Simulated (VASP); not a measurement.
The system is Al.

```
Al
1.0
     0.00000    2.02481    2.02481
     2.02481    0.00000    2.02481
     2.02481    2.02481    0.00000
Al
1
Direct
  0.00000 0.00000 0.00000
```

| Quantity | Value |
| --- | --- |
| Program | VASP 6.6.1 |
| Task | relaxation of volume and atoms at fixed shape |
| Functional | PBEsol |
| Potentials or basis | VASP PAW PBE potentials, release 64 (Al) |
| Cutoff | 600 eV |
| k mesh | 7 × 7 × 7 |
| Occupations | gaussian, width 0.1 eV |
| Spin | no spin polarisation |

At the start: pressure -2.4 GPa; volume 16.60 Å³/atom.

Q: How do energy, volume and symmetry change on relaxing?

A: Over 3 steps the energy falls by 3.9 meV/atom and the volume is 16.09 Å³/atom (-3.1 %); space group Fm-3m (No. 225, to 0.05 Å).

Step by step:
| step | energy change (eV) | largest force (eV/Å) | pressure (GPa) | volume (Å³) |
| --- | --- | --- | --- | --- |
| 1 | 0.0000 | 0.0000 | -2.39 | 16.60 |
| 2 | -0.0038 | 0.0000 | 0.41 | 16.02 |
| 3 | -0.0039 | 0.0000 | 0.00 | 16.09 |

Final structure:
```cif
data_structure
_symmetry_space_group_name_H-M 'P 1'
_symmetry_Int_Tables_number 1
_cell_length_a 2.8339
_cell_length_b 2.8339
_cell_length_c 2.8339
_cell_angle_alpha 60.000
_cell_angle_beta 60.000
_cell_angle_gamma 60.000
_cell_volume 16.09
loop_
_atom_site_label
_atom_site_type_symbol
_atom_site_fract_x
_atom_site_fract_y
_atom_site_fract_z
_atom_site_occupancy
Al1 Al 0.00000 0.00000 0.00000 1
```

Caveat: the k points lie up to 0.39 Å⁻¹ apart in the final cell; the PAW data sets were made with another functional, which shifts forces and pressure a little.
